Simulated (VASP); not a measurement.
# PbI2 (P-3m1) in VASP: single point with HSE06

Aim: the single point of PbI2 with HSE06.

Program: VASP 6.6.1. These are calculated values, not measurements. Logs are shortened: lines on timing, memory, paths and dates and some standing lists are left out, and cuts for length are marked.

### 1 The cell of the first run

Symmetry: P-3m1, No. 164, trigonal system. Conventional cell: a = 4.566 Å, b = 4.566 Å, c = 7.041 Å, α = 90.00°, β = 90.00°, γ = 120.00°. Within 4.3 Å of Pb (site symmetry -3m) lie 6 I at 3.24 Å. I (site symmetry 3m) has 3 Pb at 3.24 Å and 3 I at 4.21 Å within 4.3 Å.

### 2 Single point, HSE06

Input file POSCAR:

```
PbI2
1.0
    4.5657260523      0.0000000000      0.0000000000
   -2.2828630262      3.9540347480      0.0000000000
    0.0000000000      0.0000000000      7.0410821077
Pb I
1 2
Direct
    0.0000000000      0.0000000000      0.0000000000
    0.3333333333      0.6666666667      0.2667794128
    0.6666666667      0.3333333333      0.7332205872
```

Input file INCAR.step1:

```
  PREC = Accurate
  ENCUT = 400
  EDIFF = 1E-5
  ISMEAR = 0
  SIGMA = 0.01
  LREAL = False
  LASPH = True
  NELM = 120
  ALGO = Normal
  ISIF = 2
  LWAVE = True
  LCHARG = False
  NBANDS = 21
  GGA = PE
  GGA_COMPAT = False
```

Input file INCAR.step2:

```
  PREC = Accurate
  ENCUT = 400
  EDIFF = 1E-6
  ISMEAR = 0
  SIGMA = 0.01
  LREAL = False
  LASPH = True
  NELM = 120
  ALGO = Normal
  ISIF = 2
  LWAVE = False
  LCHARG = False
  GGA = PE
  LHFCALC = True
  HFSCREEN = 0.2079
  PRECFOCK = Normal
  NBANDS = 21
  ISTART = 1
  GGA_COMPAT = False
```

Input file KPOINTS:

```
regular mesh
0
Gamma
  6 6 2
```

Potentials or basis: VASP PAW PBE potentials, release 64 (Pb_d, I).

The run is started by

```console
cat potpaw_PBE.64/Pb_d/POTCAR potpaw_PBE.64/I/POTCAR > POTCAR
cp INCAR.step1 INCAR
mpirun -np 1 vasp_std > vasp.out
cp INCAR.step2 INCAR
mpirun -np 1 vasp_std > vasp.out
```

OUTCAR:

```text
PREC = Accurate
   ENCUT = 400
   EDIFF = 1E-6
   ISMEAR = 0
   LREAL = False
   LASPH = True
   NELM = 120
   ISIF = 2
   GGA = PE
   LHFCALC = True
   HFSCREEN = 0.2079
   PRECFOCK = Normal
   ISTART = 1

 ion  position               nearest neighbor table
   1  0.000  0.000  0.000-   2 3.24   3 3.24   3 3.24   2 3.24   3 3.24   2 3.24
   2  0.333  0.667  0.267-   1 3.24   1 3.24   1 3.24
   3  0.667  0.333  0.733-   1 3.24   1 3.24   1 3.24

  LATTYP: Found a hexagonal cell.
 ALAT       =     4.5657260523
 C/A-ratio  =     1.5421604422

  Lattice vectors:

 A1 = (   4.5657260523,   0.0000000000,   0.0000000000)
 A2 = (  -2.2828630262,   3.9540347480,   0.0000000000)
 A3 = (   0.0000000000,   0.0000000000,   7.0410821077)

Analysis of symmetry for initial positions (statically):
=====================================================================
 Subroutine PRICEL returns:
 Original cell was already a primitive cell.

 Routine SETGRP: Setting up the symmetry group for a
 hexagonal supercell.

 Subroutine GETGRP returns: Found 12 space group operations
 (whereof 12 operations were pure point group operations)
 out of a pool of 24 trial point group operations.

The static configuration has the point symmetry D_3d.

Analysis of symmetry for dynamics (positions and initial velocities):
=====================================================================
 Subroutine PRICEL returns:
 Original cell was already a primitive cell.

 Routine SETGRP: Setting up the symmetry group for a
 hexagonal supercell.

 Subroutine GETGRP returns: Found 12 space group operations
 (whereof 12 operations were pure point group operations)
 out of a pool of 24 trial point group operations.

The dynamic configuration has the point symmetry D_3d.

 Subroutine INISYM returns: Found 12 space group operations
 (whereof 12 operations are pure point group operations),
 and found     1 'primitive' translations

----------------------------------------------------------------------------------------

                                     Primitive cell

  volume of cell :     127.1129

  direct lattice vectors                    reciprocal lattice vectors
     4.565726052  0.000000000  0.000000000     0.219023215  0.126453112  0.000000000
    -2.282863026  3.954034748  0.000000000     0.000000000  0.252906225  0.000000000
     0.000000000  0.000000000  7.041082108     0.000000000  0.000000000  0.142023624

  length of vectors
     4.565726052  4.565726052  7.041082108     0.252906225  0.252906225  0.142023624

  position of ions in fractional coordinates (direct lattice)
     0.000000000  0.000000000  0.000000000
     0.333333333  0.666666667  0.266779413
     0.666666667  0.333333333  0.733220587

  ion indices of the primitive-cell ions
   primitive index   ion index
                 1           1
                 2           2
                 3           3

----------------------------------------------------------------------------------------

 KPOINTS: regular mesh

Automatic generation of k-mesh.
 Grid dimensions read from file:
 generate k-points for:    6    6    2

 Generating k-lattice:

  Cartesian coordinates                     Fractional coordinates (reciprocal lattice)
     0.036503869  0.021075519  0.000000000     0.166666667 -0.000000000  0.000000000
     0.000000000  0.042151037  0.000000000     0.000000000  0.166666667  0.000000000
     0.000000000  0.000000000  0.071011812     0.000000000  0.000000000  0.500000000

  Length of vectors
     0.042151037  0.042151037  0.071011812

  Shift w.r.t. Gamma in fractional coordinates (k-lattice)
     0.000000000  0.000000000  0.000000000

 Subroutine IBZKPT returns following result:
 ===========================================

 Found     14 irreducible k-points:

 Following reciprocal coordinates:
            Coordinates               Weight
  0.000000  0.000000  0.000000      1.000000
  0.166667 -0.000000  0.000000      6.000000
  0.333333 -0.000000  0.000000      6.000000
  0.500000  0.000000  0.000000      3.000000
  0.166667  0.166667  0.000000      6.000000
  0.333333  0.166667  0.000000     12.000000
  0.333333  0.333333  0.000000      2.000000
  0.000000  0.000000  0.500000      1.000000
  0.166667 -0.000000  0.500000      6.000000
  0.333333 -0.000000  0.500000      6.000000
  0.500000  0.000000  0.500000      3.000000
  0.166667  0.166667  0.500000      6.000000
  0.333333  0.166667  0.500000     12.000000
  0.333333  0.333333  0.500000      2.000000
   k-points           NKPTS =     14   k-points in BZ     NKDIM =     72   number of bands    NBANDS=     21
   number of dos      NEDOS =    301   number of ions     NIONS =      3
   total plane-waves  NPLWV =  43200
   dimension x,y,z NGX =    30 NGY =   30 NGZ =   48
   dimension x,y,z NGXF=    60 NGYF=   60 NGZF=   96
   ions per type =               1   2
   NGX,Y,Z   is equivalent  to a cutoff of  10.92, 10.92, 11.33 a.u.
   NGXF,Y,Z  is equivalent  to a cutoff of  21.85, 21.85, 22.67 a.u.
 SYSTEM =  unknown system
   PREC   = accura    normal or accurate (medium, high low for compatibility)
   ISTART =      1    job   : 0-new  1-cont  2-samecut
   ICHARG =      0    charge: 1-file 2-atom 10-const
   ISPIN  =      1    spin polarized calculation?
   LNONCOLLINEAR =      F non collinear calculations
   LSORBIT =      F    spin-orbit coupling
   LASPH  =      T    aspherical Exc in radial PAW
   ENCUT  =  400.0 eV  29.40 Ry    5.42 a.u.   7.45  7.45 11.48*2*pi/ulx,y,z
   NELM   =    120;   NELMIN=  2; NELMDL=  0     # of ELM steps
   EDIFF  = 0.1E-05   stopping-criterion for ELM
   LREAL  =      F    real-space projection
   EDIFFG = 0.1E-04   stopping-criterion for IOM
   NSW    =      0    number of steps for IOM
   IBRION =     -1    ionic relax: 0-MD 1-quasi-New 2-CG
   NFREE  =      0    steps in history (QN), initial steepest desc. (CG)
   ISIF   =      2    stress and relaxation
   ISYM   =      3    0-nonsym 1-usesym 2-fastsym
   POTIM  = 0.5000    time-step for ionic-motion
   TEBEG  =    0.0;   TEEND  =   0.0 temperature during run
   PSTRESS=    0.0 pullay stress
   NELECT =      28.0000    total number of electrons
   NUPDOWN=      -1.0000    fix difference up-down
   EMIN   =  10.00;   EMAX   =-10.00  energy-range for DOS
   EFERMI =   0.00;   METHOD = LEGACY
   ISMEAR =     0;   SIGMA  =   0.01  broadening in eV -4-tet -1-fermi 0-gaus
   EFERMI_NEDOS =   21; number of points for ismear=-14 and -15
   IALGO  =     38    algorithm
   IMIX   =      1    mixing-type and parameters
     AMIX     =   0.40;   BMIX     =  1.00
     AMIX_MAG =   1.60;   BMIX_MAG =  1.00
  volume/ion in A,a.u.               =      42.37       285.93
  Fermi-wavevector in a.u.,A,eV,Ry     =   0.988699  1.868371 13.300055  0.977526
  Thomas-Fermi vector in A             =   2.120245
   LORBIT       =      0    0 simple, 1 ext, 2 COOP (PROOUT), +10 PAW based schemes
   GGA     = PE    functional components
   LHFCALC =     T    Hartree Fock is set to
   PRECFOCK=normal    Normal, Fast or Accurate (Low or Medium for compatibility)
   ENCUT4O =  -1.0   cutoff for four orbital integrals eV
   NKREDX  =     1    reduce k-point grid by
   NKREDY  =     1    reduce k-point grid by
   NKREDZ  =     1    reduce k-point grid by
   AEXX    =    0.2500 exact exchange contribution
   HFSCREEN=    0.2079 screening length (either q_TF or 0.3 A-1)
   HFSCREENC=   0.2079 screening length for correlation (either q_TF or 0.3 A-1)
   ENCUTFOCK=  -1.0 apply spherical cutoff to Coloumb kernel
   IVDW    =     0    specifies the selected vdW correction
   LEPSILON=     F    determine dielectric tensor
   LRPA    =     F    only Hartree local field effects (RPA)
 non-spin polarized calculation
 Gauss-broadening in eV      SIGMA  =   0.01
  energy-cutoff  :      400.00
  volume of cell :      127.11
 maximum number of plane-waves:      2326
 NGX is ok and might be reduce to    30
  NGX = 24; NGY = 24; NGZ = 36

 number of electron      27.9999998 magnetization

 Free energy of the ion-electron system (eV)
  ---------------------------------------------------
  ext. energy  EPLUGINS =         0.00000000
  ---------------------------------------------------
  free energy    TOTEN  =       -10.33619612 eV

  energy without entropy =      -10.33619612  energy(sigma->0) =      -10.33619612

 E-fermi :   2.1751     XC(G=0):  -6.7711

 val. band max:        2.0487480510   @ k =   0.0000   0.0000   0.5000
 cond. band min:       4.9769852215   @ k =   0.0000   0.0000   0.5000
 fundamental gap:      2.9282371705
 Fermi energy:         2.1751130432

 k-point     1 :       0.0000    0.0000    0.0000
  band No.  band energies     occupation
      1     -15.7572      2.00000
      2     -15.7572      2.00000
      3     -15.7334      2.00000
      4     -15.7273      2.00000
      5     -15.7273      2.00000
      6     -11.2677      2.00000
[... 13 lines left out ...]
     20      10.7964      0.00000
     21      10.8266      0.00000

 k-point     2 :       0.1667   -0.0000    0.0000
  band No.  band energies     occupation
      1     -15.7672      2.00000
      2     -15.7545      2.00000
      3     -15.7312      2.00000
      4     -15.7282      2.00000
      5     -15.7256      2.00000
      6     -11.1333      2.00000
[... 13 lines left out ...]
     20      10.3056      0.00000
     21      10.9346      0.00000

 k-point     3 :       0.3333   -0.0000    0.0000
  band No.  band energies     occupation
      1     -15.7880      2.00000
      2     -15.7513      2.00000
      3     -15.7336      2.00000
      4     -15.7221      2.00000
      5     -15.7198      2.00000
      6     -10.8043      2.00000
[... 13 lines left out ...]
     20      11.2138      0.00000
     21      11.7864      0.00000
[... 217 lines left out ...]
 k-point    13 :       0.3333    0.1667    0.5000
  band No.  band energies     occupation
      1     -15.7902      2.00000
      2     -15.7586      2.00000
      3     -15.7314      2.00000
      4     -15.7218      2.00000
      5     -15.7174      2.00000
      6     -10.4977      2.00000
[... 13 lines left out ...]
     20      11.0779      0.00000
     21      11.2025      0.00000

 k-point    14 :       0.3333    0.3333    0.5000
  band No.  band energies     occupation
      1     -15.7765      2.00000
      2     -15.7765      2.00000
      3     -15.7242      2.00000
      4     -15.7242      2.00000
      5     -15.7204      2.00000
      6     -10.3800      2.00000
[... 13 lines left out ...]
     20      10.6247      0.00000
     21      11.0796      0.00000

------------------------ aborting loop because EDIFF is reached ----------------------------------------

  FORCE on cell =-STRESS in cart. coord.  units (eV):
  Direction    XX          YY          ZZ          XY          YZ          ZX
  --------------------------------------------------------------------------------------
  -------------------------------------------------------------------------------------
  Total        0.5657307      0.5657307      0.4588232     -0.0000000      0.0000000      0.0000000
  in kB        7.1306739      7.1306739      5.7831739     -0.0000000      0.0000000      0.0000000
  external PRESSURE =       6.6815072 kB  Pullay stress =       0.0000000 kB

 VOLUME and BASIS-vectors are now :
 -----------------------------------------------------------------------------
  energy-cutoff  :      400.00
  volume of cell :      127.11
      direct lattice vectors                 reciprocal lattice vectors
     4.565726052  0.000000000  0.000000000     0.219023215  0.126453112  0.000000000
    -2.282863026  3.954034748  0.000000000     0.000000000  0.252906225  0.000000000
     0.000000000  0.000000000  7.041082108     0.000000000  0.000000000  0.142023624

 POSITION                                       TOTAL-FORCE (eV/Angst)
 -----------------------------------------------------------------------------------
      0.00000      0.00000      0.00000        -0.000000      0.000000      0.000000
     -0.00000      2.63602      1.87842         0.000000     -0.000000     -0.077333
      2.28286      1.31801      5.16267        -0.000000      0.000000      0.077333
 -----------------------------------------------------------------------------------
    total drift:                               -0.000001     -0.000001     -0.000011

  FREE ENERGIE OF THE ION-ELECTRON SYSTEM (eV)
  ---------------------------------------------------
  free  energy   TOTEN  =       -10.3361961159 eV

  energy  without entropy=      -10.3361961159  energy(sigma->0) =      -10.33619612
```

Run time: 34 min. Hardware: 1 thread of Intel Xeon Platinum 8259CL at 2.50GHz (Skylake/Cascade Lake), shared host; peak memory 0.33 GiB.

What came out:

```
Free energy            : -10.3362 eV
Pressure               : 0.7 GPa
Largest force          : 0.077 eV/Å
Band gap on the k mesh : 2.93 eV
```

Forces on the atoms (eV/Å):
```
Pb   0.000  0.000  0.000
I    0.000  0.000 -0.077
I    0.000  0.000  0.077
```

Caveat: the k points lie up to 0.45 Å⁻¹ apart; the PAW data sets were made with another functional, which shifts forces and pressure a little; spin-orbit coupling is left out, which moves the levels of the heavy elements; this functional lacks dispersion, which binds layers or chains, so the pressure and a relaxed spacing across them are unreliable. A k mesh can miss the band edges.
